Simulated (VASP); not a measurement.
Here is a VASP 6.6.1 calculation.

File INCAR:

```
SYSTEM = PdPtS4
PREC     = Accurate       ! precision mode
ENCUT    = 520            ! plane-wave cutoff, eV
EDIFF    = 1E-8           ! SCF threshold, eV
ISMEAR   = 0              ! smearing method
SIGMA    = 0.01           ! smearing width, eV
LREAL    = .FALSE.        ! projectors in reciprocal space
LASPH    = .TRUE.         ! aspherical terms in the spheres
NELM     = 80             ! most SCF steps
ALGO     = Normal         ! electronic algorithm
ISIF     = 2              ! what is computed and relaxed
LWAVE    = .FALSE.        ! write WAVECAR
LCHARG   = .FALSE.        ! write CHGCAR
GGA      = PE             ! functional
NBANDS   = 31             ! bands
IBRION   = 8              ! ionic algorithm
NSW      = 1              ! ionic steps
LEPSILON = .TRUE.         ! dielectric tensor by DFPT
KPAR     = 4
```

Contents of KPOINTS:

```
regular mesh
0
G
  12 12 2
  0 0 0
```

File POSCAR:

```
PdPtS4
1.0
    3.5668396841      0.0000000000      0.0000000000
   -1.7834198420      3.0889737777      0.0000000000
    0.0000000000      0.0000000000     12.8921601593
Pd Pt S
1 1 4
Direct
    0.0000000000      0.0000000000      0.0000000000
    0.0000000000      0.0000000000      0.5000000000
    0.3333333333      0.6666666667      0.0956174305
    0.3333333333      0.6666666667      0.5956459608
    0.6666666667      0.3333333333      0.4043540392
    0.6666666667      0.3333333333      0.9043825695
```

Potentials or basis: VASP PAW PBE potentials, release 64 (Pd, Pt, S).

Command:

```console
$ cat potpaw_PBE.64/Pd/POTCAR potpaw_PBE.64/Pt/POTCAR potpaw_PBE.64/S/POTCAR > POTCAR
$ mpirun -np 4 vasp_std > vasp.out
```

(1) What does it give for the electronic dielectric tensor (diagonal)?

(2) What does it give for the Born charges (mean of the diagonal)?

(3) Estimate the highest phonon frequency at Γ, LO-TO splitting left out.

## Answers

(1) 15.16, 15.16, 3.82.

(2) Pd +2.12; Pt +1.75; S -1.05, -0.89 (each value once) e.

(3) 328 cm⁻¹.
